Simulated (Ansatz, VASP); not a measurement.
LaSb: VASP beside Ansatz

```
CELL_PARAMETERS angstrom
0.00000 3.24500 3.27745
3.24500 0.00000 3.27745
3.24500 3.24500 0.00000
ATOMIC_POSITIONS crystal
La 0.00000 0.00000 0.00000
Sb 0.50000 0.50000 0.50000
```

Change from the starting cell: zz strain of +1 %.

Alike in both runs: task single point; functional PBEsol; k mesh 10 × 10 × 10; occupations fermi-dirac, width 0.05 eV; no spin polarisation.

|  | VASP | Ansatz |
| --- | --- | --- |
| version | VASP 6.6.1 | Ansatz 0.2.0 |
| potentials or method | VASP PAW PBE potentials, release 64 (La, Sb), cutoff 520 eV | all-electron LAPW, scalar-relativistic |

Ansatz gave:

```
pressure (GPa)                                                : -1.4
traceless stress, the component that is largest in VASP (GPa) : -0.74
```

Task: What did VASP give for the same quantities?

Result: Pressure (GPa): -1.5; traceless stress, the component that is largest in VASP (GPa): -0.74.

VASP's potentials were made for PBE, not for PBEsol. Ansatz ran all-electron here, and VASP with PAW potentials.

Spin-orbit coupling is off throughout.
